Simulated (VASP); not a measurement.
# Rh (P6_3/mmc) in VASP: single point with r2SCAN

Aim: the single point of Rh with r2SCAN.

Everything below comes from runs of VASP 6.6.1. Logs are shortened: lines on timing, memory, paths and dates and some standing lists are left out, and cuts for length are marked.

### 1 The cell of the first run

The structure is hexagonal, space group P6_3/mmc (No. 194). The conventional cell has a = 2.731 Å, b = 2.731 Å, c = 4.428 Å, α = 90.00°, β = 90.00°, γ = 120.00°. Within 3.6 Å of Rh (site symmetry -6m2) lie 12 Rh at 2.72 to 2.73 Å.

This isn't the form of Rh at room conditions, which is fcc.

### 2 Single point, r2SCAN

Contents of POSCAR:

```
Rh
1.0
    2.7309790422      0.0000000000      0.0000000000
   -1.3654895211      2.3650972278      0.0000000000
    0.0000000000      0.0000000000      4.4284890000
Rh
2
Direct
    0.6666666667      0.3333333333      0.7500000000
    0.3333333333      0.6666666667      0.2500000000
```

Contents of INCAR.step1:

```
PREC = Accurate
ENCUT = 580
ISMEAR = 0
SIGMA = 0.15
LREAL = F
LASPH = T
NELM = 120
NBANDS = 24
GGA = PE
ALGO = Normal
EDIFF = 1E-5
LWAVE = T
LCHARG = F
GGA_COMPAT = F
```

Contents of INCAR.step2:

```
PREC = Accurate
ENCUT = 580
EDIFF = 1E-6
ISMEAR = 0
SIGMA = 0.15
LREAL = F
LASPH = T
NELM = 120
ALGO = Normal
ISIF = 2
LWAVE = F
LCHARG = F
METAGGA = R2SCAN
LMIXTAU = T
NBANDS = 24
ISTART = 1
GGA_COMPAT = F
```

Contents of KPOINTS:

```
Automatic mesh
0
Gamma
  18 18 12
```

Potentials or basis: VASP PAW PBE potentials, release 64 (Rh_sv_GW).

Run with:

```bash
> cat potpaw_PBE.64/Rh_sv_GW/POTCAR > POTCAR
> cp INCAR.step1 INCAR
> mpirun -np 1 vasp_std > vasp.out
> cp INCAR.step2 INCAR
> mpirun -np 1 vasp_std > vasp.out
```

OUTCAR:

```text
PREC = Accurate
   ENCUT = 580
   EDIFF = 1E-6
   ISMEAR = 0
   LREAL = F
   LASPH = T
   NELM = 120
   ISIF = 2
   METAGGA = R2SCAN
   ISTART = 1

 ion  position               nearest neighbor table
   1  0.667  0.333  0.750-
   2  0.333  0.667  0.250-

  LATTYP: Found a hexagonal cell.
 ALAT       =     2.7309790422
 C/A-ratio  =     1.6215756077

  Lattice vectors:

 A1 = (   2.7309790422,   0.0000000000,   0.0000000000)
 A2 = (  -1.3654895211,   2.3650972278,   0.0000000000)
 A3 = (   0.0000000000,   0.0000000000,   4.4284890000)

Analysis of symmetry for initial positions (statically):
=====================================================================
 Subroutine PRICEL returns:
 Original cell was already a primitive cell.

 Routine SETGRP: Setting up the symmetry group for a
 hexagonal supercell.

 Subroutine GETGRP returns: Found 24 space group operations
 (whereof 12 operations were pure point group operations)
 out of a pool of 24 trial point group operations.

The static configuration has the point symmetry D_3d.
 The point group associated with its full space group is D_6h.

Analysis of symmetry for dynamics (positions and initial velocities):
=====================================================================
 Subroutine PRICEL returns:
 Original cell was already a primitive cell.

 Routine SETGRP: Setting up the symmetry group for a
 hexagonal supercell.

 Subroutine GETGRP returns: Found 24 space group operations
 (whereof 12 operations were pure point group operations)
 out of a pool of 24 trial point group operations.

The dynamic configuration has the point symmetry D_3d.
 The point group associated with its full space group is D_6h.

 Subroutine INISYM returns: Found 24 space group operations
 (whereof 12 operations are pure point group operations),
 and found     1 'primitive' translations

----------------------------------------------------------------------------------------

                                     Primitive cell

  volume of cell :      28.6037

  direct lattice vectors                    reciprocal lattice vectors
     2.730979042  0.000000000  0.000000000     0.366169049  0.211407799  0.000000000
    -1.365489521  2.365097228  0.000000000     0.000000000  0.422815599  0.000000000
     0.000000000  0.000000000  4.428489000     0.000000000  0.000000000  0.225810655

  length of vectors
     2.730979042  2.730979042  4.428489000     0.422815599  0.422815599  0.225810655

  position of ions in fractional coordinates (direct lattice)
     0.666666667  0.333333333  0.750000000
     0.333333333  0.666666667  0.250000000

  ion indices of the primitive-cell ions
   primitive index   ion index
                 1           1
                 2           2

----------------------------------------------------------------------------------------

 KPOINTS: Automatic mesh

Automatic generation of k-mesh.
 Grid dimensions read from file:
 generate k-points for:   18   18   12

 Generating k-lattice:

  Cartesian coordinates                     Fractional coordinates (reciprocal lattice)
     0.020342725  0.011744878  0.000000000     0.055555556  0.000000000  0.000000000
     0.000000000  0.023489755  0.000000000     0.000000000  0.055555556  0.000000000
     0.000000000  0.000000000  0.018817555     0.000000000  0.000000000  0.083333333

  Length of vectors
     0.023489755  0.023489755  0.018817555

  Shift w.r.t. Gamma in fractional coordinates (k-lattice)
     0.000000000  0.000000000  0.000000000

 Subroutine IBZKPT returns following result:
 ===========================================

 Found    259 irreducible k-points:

 Following reciprocal coordinates:
            Coordinates               Weight
  0.000000  0.000000  0.000000      1.000000
  0.055556  0.000000  0.000000      6.000000
  0.111111  0.000000  0.000000      6.000000
  0.166667  0.000000  0.000000      6.000000
  0.222222 -0.000000  0.000000      6.000000
  0.277778  0.000000  0.000000      6.000000
[... 16 lines left out ...]
  0.333333  0.111111  0.000000     12.000000
  0.388889  0.111111  0.000000     12.000000
 [... further k-points ...]
   k-points           NKPTS =    259   k-points in BZ     NKDIM =    259   number of bands    NBANDS=     24
   number of dos      NEDOS =    301   number of ions     NIONS =      2
   total plane-waves  NPLWV =  20736
   dimension x,y,z NGX =    24 NGY =   24 NGZ =   36
   dimension x,y,z NGXF=    48 NGYF=   48 NGZF=   72
   ions per type =               2
   NGX,Y,Z   is equivalent  to a cutoff of  14.61, 14.61, 13.51 a.u.
   NGXF,Y,Z  is equivalent  to a cutoff of  29.22, 29.22, 27.03 a.u.
 SYSTEM =  unknown system
   PREC   = accura    normal or accurate (medium, high low for compatibility)
   ISTART =      1    job   : 0-new  1-cont  2-samecut
   ICHARG =      0    charge: 1-file 2-atom 10-const
   ISPIN  =      1    spin polarized calculation?
   LNONCOLLINEAR =      F non collinear calculations
   LSORBIT =      F    spin-orbit coupling
   LASPH  =      T    aspherical Exc in radial PAW
   ENCUT  =  580.0 eV  42.63 Ry    6.53 a.u.   5.36  5.36  8.70*2*pi/ulx,y,z
   NELM   =    120;   NELMIN=  2; NELMDL=  0     # of ELM steps
   EDIFF  = 0.1E-05   stopping-criterion for ELM
   LREAL  =      F    real-space projection
   EDIFFG = 0.1E-04   stopping-criterion for IOM
   NSW    =      0    number of steps for IOM
   IBRION =     -1    ionic relax: 0-MD 1-quasi-New 2-CG
   NFREE  =      0    steps in history (QN), initial steepest desc. (CG)
   ISIF   =      2    stress and relaxation
   ISYM   =      2    0-nonsym 1-usesym 2-fastsym
   POTIM  = 0.5000    time-step for ionic-motion
   TEBEG  =    0.0;   TEEND  =   0.0 temperature during run
   PSTRESS=    0.0 pullay stress
   NELECT =      34.0000    total number of electrons
   NUPDOWN=      -1.0000    fix difference up-down
   EMIN   =  10.00;   EMAX   =-10.00  energy-range for DOS
   EFERMI =   0.00;   METHOD = LEGACY
   ISMEAR =     0;   SIGMA  =   0.15  broadening in eV -4-tet -1-fermi 0-gaus
   EFERMI_NEDOS =   21; number of points for ismear=-14 and -15
   IALGO  =     38    algorithm
   IMIX   =      4    mixing-type and parameters
     AMIX     =   0.40;   BMIX     =  1.00
     AMIX_MAG =   1.60;   BMIX_MAG =  1.00
  volume/ion in A,a.u.               =      14.30        96.51
  Fermi-wavevector in a.u.,A,eV,Ry     =   1.734177  3.277120 40.917764  3.007371
  Thomas-Fermi vector in A             =   2.808023
   LORBIT       =      0    0 simple, 1 ext, 2 COOP (PROOUT), +10 PAW based schemes
   METAGGA = R2SCAN    functional components
   LHFCALC =     F    Hartree Fock is set to
   AEXX    =    0.0000 exact exchange contribution
   IVDW    =     0    specifies the selected vdW correction
   LEPSILON=     F    determine dielectric tensor
   LRPA    =     F    only Hartree local field effects (RPA)
 non-spin polarized calculation
 Gauss-broadening in eV      SIGMA  =   0.15
  energy-cutoff  :      580.00
  volume of cell :       28.60
 maximum number of plane-waves:       941
 NGX is ok and might be reduce to    24
   NGX = 11   NGY = 11   NGZ = 17

 number of electron      33.9999990 magnetization

 Free energy of the ion-electron system (eV)
  ---------------------------------------------------
  ext. energy  EPLUGINS =         0.00000000
  ---------------------------------------------------
  free energy    TOTEN  =       -46.45621953 eV

  energy without entropy =      -46.41877399  energy(sigma->0) =      -46.43749676

 E-fermi :  10.1144     XC(G=0): -14.9796

 val. band max:       10.1140188849   @ k =   0.3889   0.1667   0.0000
 cond. band min:      10.1173758279   @ k =   0.2222  -0.0000   0.3333
 fundamental gap:      0.0033569430
 Fermi energy:        10.1144143961

 k-point     1 :       0.0000    0.0000    0.0000
  band No.  band energies     occupation
      1     -71.0040      2.00000
      2     -70.8971      2.00000
      3     -38.3887      2.00000
      4     -37.7815      2.00000
      5     -37.7815      2.00000
      6     -37.6951      2.00000
[... 16 lines left out ...]
     23      28.7359      0.00000
     24      29.3463      0.00000

 k-point     2 :       0.0556    0.0000    0.0000
  band No.  band energies     occupation
      1     -71.0012      2.00000
      2     -70.8958      2.00000
      3     -38.3820      2.00000
      4     -37.7963      2.00000
      5     -37.7861      2.00000
      6     -37.6977      2.00000
[... 16 lines left out ...]
     23      28.8590      0.00000
     24      29.4316      0.00000

 k-point     3 :       0.1111    0.0000    0.0000
  band No.  band energies     occupation
      1     -70.9933      2.00000
      2     -70.8922      2.00000
      3     -38.3623      2.00000
      4     -37.8405      2.00000
      5     -37.8000      2.00000
      6     -37.7433      2.00000
[... 16 lines left out ...]
     23      29.1843      0.00000
     24      29.4065      0.00000

 k-point     4 :       0.1667    0.0000    0.0000
  band No.  band energies     occupation
      1     -70.9810      2.00000
      2     -70.8868      2.00000
      3     -38.3307      2.00000
      4     -37.9082      2.00000
      5     -37.8213      2.00000
      6     -37.8123      2.00000
[... 16 lines left out ...]
     23      29.2309      0.00000
     24      29.4465      0.00000

 k-point     5 :       0.2222   -0.0000    0.0000
  band No.  band energies     occupation
      1     -70.9656      2.00000
      2     -70.8806      2.00000
      3     -38.2897      2.00000
      4     -37.9912      2.00000
      5     -37.8953      2.00000
      6     -37.8467      2.00000
[... 451 lines left out ...]
 k-point    22 :       0.2778    0.1111    0.0000
  band No.  band energies     occupation
      1     -70.9266      2.00000
      2     -70.8688      2.00000
      3     -38.1766      2.00000
      4     -38.1552      2.00000
      5     -38.0778      2.00000
      6     -37.9128      2.00000
[... 16 lines left out ...]
     23      23.9287      0.00000
     24      26.6715      0.00000

 k-point    23 :       0.3333    0.1111    0.0000
  band No.  band energies     occupation
      1     -70.9121      2.00000
      2     -70.8666      2.00000
      3     -38.2181      2.00000
      4     -38.1283      2.00000
      5     -38.1251      2.00000
      6     -37.9423      2.00000
[... 16 lines left out ...]
     23      23.0391      0.00000
     24      25.9250      0.00000

 k-point    24 :       0.3889    0.1111    0.0000
  band No.  band energies     occupation
      1     -70.9015      2.00000
      2     -70.8663      2.00000
      3     -38.2592      2.00000
      4     -38.1558      2.00000
      5     -38.0893      2.00000
      6     -37.9613      2.00000
[... 16 lines left out ...]
     23      22.4179      0.00000
     24      25.2848      0.00000

 [... further k-points ...]

------------------------ aborting loop because EDIFF is reached ----------------------------------------

  FORCE on cell =-STRESS in cart. coord.  units (eV):
  Direction    XX          YY          ZZ          XY          YZ          ZX
  --------------------------------------------------------------------------------------
  -------------------------------------------------------------------------------------
  Total       -1.8718678     -1.8718678     -2.1905164      0.0000000      0.0000000      0.0000000
  in kB     -104.8486440   -104.8486440   -122.6970583      0.0000000      0.0000000      0.0000000
  external PRESSURE =    -110.7981154 kB  Pullay stress =       0.0000000 kB

 VOLUME and BASIS-vectors are now :
 -----------------------------------------------------------------------------
  energy-cutoff  :      580.00
  volume of cell :       28.60
      direct lattice vectors                 reciprocal lattice vectors
     2.730979042  0.000000000  0.000000000     0.366169049  0.211407799  0.000000000
    -1.365489521  2.365097228  0.000000000     0.000000000  0.422815599  0.000000000
     0.000000000  0.000000000  4.428489000     0.000000000  0.000000000  0.225810655

 POSITION                                       TOTAL-FORCE (eV/Angst)
 -----------------------------------------------------------------------------------
      1.36549      0.78837      3.32137        -0.000000     -0.000000      0.000000
     -0.00000      1.57673      1.10712         0.000000      0.000000      0.000000
 -----------------------------------------------------------------------------------
    total drift:                               -0.000000      0.000000     -0.000000

  FREE ENERGIE OF THE ION-ELECTRON SYSTEM (eV)
  ---------------------------------------------------
  free  energy   TOTEN  =       -46.4562195283 eV

  energy  without entropy=      -46.4187739934  energy(sigma->0) =      -46.43749676
```

Run time: 7.9 min. Hardware: 1 thread of Intel Xeon Platinum 8375C at 2.90GHz (Ice Lake), shared host; peak memory 0.34 GiB.

What came out:

* Free energy: -46.4562 eV
* Pressure: -11.1 GPa
* Band gap on the k mesh: zero (bands 17 and 18 overlap by 2.31 eV)

Stress tensor (GPa, compression positive):
```
-10.48   0.00   0.00
  0.00 -10.48   0.00
  0.00   0.00 -12.27
```

Caveat: the cell stands under tension; the PAW data sets were made with another functional, which shifts forces and pressure a little.
